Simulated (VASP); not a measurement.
# AlAs (F-43m) in VASP: further runs, part 2 of 2

VASP 6.6.1. Earlier steps stand in the parts before.

**3. Single point, PBE**

INCAR reads:

```
SYSTEM = AlAs
PREC = Accurate
ENCUT = 500
EDIFF = 1E-6
ISMEAR = 0
SIGMA = 0.05
LREAL = .FALSE.
LASPH = .TRUE.
NELM = 120
ALGO = Normal
ISIF = 2
LWAVE = .FALSE.
LCHARG = .FALSE.
GGA = PE
NBANDS = 11
GGA_COMPAT = .FALSE.
```

KPOINTS reads:

```
Automatic mesh
0
G
  10 10 10
  0 0 0
```

POSCAR reads:

```
AlAs
1.0
    0.0000000000      2.8304000400      2.8304000400
    2.8304000400      0.0000000000      2.8304000400
    2.8304000400      2.8304000400      0.0000000000
Al As
1 1
Direct
    0.0000000000      0.0000000000      0.0000000000
    0.7500000000      0.7500000000      0.7500000000
```

Potentials or basis: VASP PAW PBE potentials, release 64 (Al, As).

Launch:

```sh
cat potpaw_PBE.64/Al/POTCAR potpaw_PBE.64/As/POTCAR > POTCAR
mpirun -np 1 vasp_std > vasp.out
```

OUTCAR:

```text
SYSTEM = AlAs
   PREC = Accurate
   ENCUT = 500
   EDIFF = 1E-6
   ISMEAR = 0
   LREAL = .FALSE.
   LASPH = .TRUE.
   NELM = 120
   ISIF = 2
   GGA = PE

 ion  position               nearest neighbor table
   1  0.000  0.000  0.000-   2 2.45   2 2.45   2 2.45   2 2.45
   2  0.750  0.750  0.750-   1 2.45   1 2.45   1 2.45   1 2.45

  LATTYP: Found a face centered cubic cell.
 ALAT       =     5.6608000800

  Lattice vectors:

 A1 = (   0.0000000000,   2.8304000400,   2.8304000400)
 A2 = (   2.8304000400,   0.0000000000,   2.8304000400)
 A3 = (   2.8304000400,   2.8304000400,   0.0000000000)

Analysis of symmetry for initial positions (statically):
=====================================================================
 Subroutine PRICEL returns:
 Original cell was already a primitive cell.

 Routine SETGRP: Setting up the symmetry group for a
 face centered cubic supercell.

 Subroutine GETGRP returns: Found 24 space group operations
 (whereof 24 operations were pure point group operations)
 out of a pool of 48 trial point group operations.

The static configuration has the point symmetry T_d .

Analysis of symmetry for dynamics (positions and initial velocities):
=====================================================================
 Subroutine PRICEL returns:
 Original cell was already a primitive cell.

 Routine SETGRP: Setting up the symmetry group for a
 face centered cubic supercell.

 Subroutine GETGRP returns: Found 24 space group operations
 (whereof 24 operations were pure point group operations)
 out of a pool of 48 trial point group operations.

The dynamic configuration has the point symmetry T_d .

 Subroutine INISYM returns: Found 24 space group operations
 (whereof 24 operations are pure point group operations),
 and found     1 'primitive' translations

----------------------------------------------------------------------------------------

                                     Primitive cell

  volume of cell :      45.3496

[... 117 lines left out ...]
   LEPSILON=     F    determine dielectric tensor
   LRPA    =     F    only Hartree local field effects (RPA)
 non-spin polarized calculation
 Gauss-broadening in eV      SIGMA  =   0.05
  energy-cutoff  :      500.00
  volume of cell :       45.35
 maximum number of plane-waves:      1179
 NGX is ok and might be reduce to    30
   NGX = 15   NGY = 15   NGZ = 15

 number of electron       8.0000000 magnetization

 Free energy of the ion-electron system (eV)
  ---------------------------------------------------
  ext. energy  EPLUGINS =         0.00000000
  ---------------------------------------------------
  free energy    TOTEN  =        -9.37475890 eV

  energy without entropy =       -9.37475890  energy(sigma->0) =       -9.37475890

 E-fermi :   4.1406     XC(G=0):  -9.0421

 val. band max:        3.8885445721   @ k =   0.0000   0.0000   0.0000
 cond. band min:       5.3237628234   @ k =   0.5000   0.5000   0.0000
 fundamental gap:      1.4352182513
 Fermi energy:         4.1406186861

 k-point     1 :       0.0000    0.0000    0.0000
  band No.  band energies     occupation
      1      -7.9763      2.00000
      2       3.8885      2.00000
      3       3.8885      2.00000
      4       3.8885      2.00000
      5       5.9498      0.00000
      6       8.1763      0.00000
      7       8.1763      0.00000
      8       8.1763      0.00000
      9      12.7598      0.00000
     10      12.9005      0.00000
     11      12.9005      0.00000
[... 309 lines left out ...]
 k-point    24 :       0.4000    0.3000    0.0000
  band No.  band energies     occupation
      1      -6.5537      2.00000
      2      -0.6532      2.00000
      3       1.7642      2.00000
      4       2.0804      2.00000
      5       6.0650      0.00000
      6       7.1508      0.00000
      7      11.4558      0.00000
      8      11.8862      0.00000
      9      14.0120      0.00000
     10      15.3611      0.00000
     11      16.8869      0.00000

 [... further k-points ...]

------------------------ aborting loop because EDIFF is reached ----------------------------------------

  FORCE on cell =-STRESS in cart. coord.  units (eV):
  Direction    XX          YY          ZZ          XY          YZ          ZX
  --------------------------------------------------------------------------------------
  -------------------------------------------------------------------------------------
  Total        0.7846829      0.7846829      0.7846829      0.0000000     -0.0000000     -0.0000000
  in kB       27.7224308     27.7224308     27.7224308      0.0000000     -0.0000000     -0.0000000
  external PRESSURE =      27.7224308 kB  Pullay stress =       0.0000000 kB

 VOLUME and BASIS-vectors are now :
 -----------------------------------------------------------------------------
  energy-cutoff  :      500.00
  volume of cell :       45.35
      direct lattice vectors                 reciprocal lattice vectors
     0.000000000  2.830400040  2.830400040    -0.176653474  0.176653474  0.176653474
     2.830400040  0.000000000  2.830400040     0.176653474 -0.176653474  0.176653474
     2.830400040  2.830400040  0.000000000     0.176653474  0.176653474 -0.176653474

 POSITION                                       TOTAL-FORCE (eV/Angst)
 -----------------------------------------------------------------------------------
      0.00000      0.00000      0.00000         0.000000      0.000000      0.000000
      4.24560      4.24560      4.24560        -0.000000     -0.000000     -0.000000
 -----------------------------------------------------------------------------------
    total drift:                                0.000000      0.000000      0.000000

  FREE ENERGIE OF THE ION-ELECTRON SYSTEM (eV)
  ---------------------------------------------------
  free  energy   TOTEN  =        -9.3747588970 eV

  energy  without entropy=       -9.3747588970  energy(sigma->0) =       -9.37475890
```

stdout:

```text
POSCAR found type information on POSCAR AlAs
 POSCAR found :  2 types and       2 ions
 scaLAPACK will be used
 LDA part: xc-table for (Slater+PW92), standard interpolation
 POSCAR, INCAR and KPOINTS ok, starting setup
 FFT: planning ... GRIDC
 FFT: planning ... GRID_SOFT
 FFT: planning ... GRID
 WAVECAR not read
 entering main loop
```

Run time: 39 s. Hardware: 1 thread of Intel Xeon 8259CL, shared host; peak memory 0.18 GiB.

Results:

* Free energy: -9.3748 eV
* Pressure: 2.8 GPa
* Band gap on the k mesh: 1.44 eV (least direct gap 2.06 eV)

A k mesh can miss the band edges. As with any semilocal functional, this PBE gap is likely too small.

**4. Single point, PBE+D4**

INCAR reads:

```
SYSTEM = AlAs
PREC = Accurate ; ENCUT = 500
EDIFF = 1E-6 ; ISMEAR = 0
SIGMA = 0.05 ; LREAL = .False.
LASPH = .True. ; NELM = 120
ALGO = Normal ; ISIF = 2
LWAVE = .False. ; LCHARG = .False.
GGA = PE ; IVDW = 13
NBANDS = 11 ; GGA_COMPAT = .False.
```

KPOINTS reads:

```
regular mesh
0
Gamma
  10 10 10
  0 0 0
```

POSCAR is that of step 3.

Launch:

```sh
cat potpaw_PBE.64/Al/POTCAR potpaw_PBE.64/As/POTCAR > POTCAR
mpirun -np 1 vasp_std > vasp.out
```

Wall time 40 s (1 thread of Intel Xeon 8259CL, shared host); peak memory 0.18 GiB.

It converged, with:

| Property | Result |
| --- | --- |
| Free energy | -10.0486 eV |
| Pressure | 0.3 GPa |
| Band gap on the k mesh | 1.44 eV (least direct gap 2.06 eV) |
| Dispersion energy per atom | -0.337 eV |

Levels at points of the mesh, in eV from the valence-band top:
```tsv
k point	band 2	band 3	band 4	band 5	band 6	band 7
(0.00, 0.00, 0.00)	0.00	0.00	0.00	2.06	4.29	4.29
(0.50, 0.00, 0.00)	-5.57	-0.83	-0.83	2.14	4.68	4.68
(0.50, 0.50, 0.00)	-5.43	-2.17	-2.17	1.44	2.29	10.34
```

A k mesh can miss the band edges. A hybrid or GW would open this gap; PBE tends to underestimate it.
